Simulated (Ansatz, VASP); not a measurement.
CuF in VASP and in Ansatz

File POSCAR:

```
CuF
1.0
    2.4710065500      0.0000000000      0.0000000000
    0.0000000000      2.4710065500      0.0000000000
    0.0000000000      0.0000000000      3.4165013900
Cu F
1 1
Direct
    0.0000000000      0.0000000000      0.0000000000
    0.5000000000      0.5000000000      0.5000000000
```

File INCAR.step1:

```
PREC = Accurate
ENCUT = 520
EDIFF = 1E-5
ISMEAR = -1
SIGMA = 0.05
LREAL = False
LASPH = True
NELM = 80
ALGO = Normal
ISIF = 2
LWAVE = True
LCHARG = False
GGA = PE
NBANDS = 16
```

File INCAR.step2:

```
PREC = Accurate
ENCUT = 520
EDIFF = 1E-7
ISMEAR = -1
SIGMA = 0.05
LREAL = False
LASPH = True
NELM = 80
ALGO = Normal
ISIF = 2
LWAVE = False
LCHARG = False
GGA = PE
LHFCALC = True
AEXX = 0.2
HFSCREEN = 0.2
PRECFOCK = Normal
ISTART = 1
NBANDS = 16
```

Contents of KPOINTS:

```
regular mesh
0
Gamma
  6 6 4
```

Contents of input.yaml:

```yaml
crystal:
  lattice:
    - [2.47100655, 0.0, 0.0]
    - [0.0, 2.47100655, 0.0]
    - [0.0, 0.0, 3.41650139]
  atoms:
    - { symbol: Cu, position: [0.0, 0.0, 0.0] }
    - { symbol: F, position: [0.5, 0.5, 0.5] }
hamiltonian:
  xc: { exchange: pbe, correlation: pbe, exx: { coeff: 0.2, omega: 0.2 } }
  pseudopotentials: { kind: paw }
kpoints:
  mp_grid: { grid: [6, 6, 4] }
scf:
  occupations: { method: fermi_dirac, width: 0.05 }
output:
  forces: true
  stress: true
  eigenvalues: true
```

Alike in both runs: task single point; functional PBE-based screened hybrid; k mesh 6 × 6 × 4; occupations fermi-dirac, width 0.05 eV; no spin polarisation.

|  | VASP | Ansatz |
| --- | --- | --- |
| version | VASP 6.6.1 | Ansatz 0.2.0 |
| potentials or method | VASP PAW PBE potentials, release 64 (Cu, F) | Ansatz PAW |
| plane-wave cutoff (eV) | 520 | 420 |
| valence electrons in the cell | 18 | 26 |

Ansatz gave:

| Quantity | Value |
| --- | --- |
| gap on the k mesh at the Fermi level (eV) | none |
| pressure (GPa) | 1.5 |
| traceless stress, the component that is largest in VASP (GPa) | -21.05 |

Problem. Which values does VASP return?

Solution. gap on the k mesh at the Fermi level (eV): none; pressure (GPa): 1.5; traceless stress, the component that is largest in VASP (GPa): -20.90.

VASP's potentials were made for PBE, not for PBE-based screened hybrid. A gap of «none» marks a metal or a gap that the smearing closes. VASP's potentials hold 18 valence electrons a cell and Ansatz's 26, so a difference there can come from the potentials and not from the codes.

The k mesh is coarse, so the values compare programs but aren't converged.
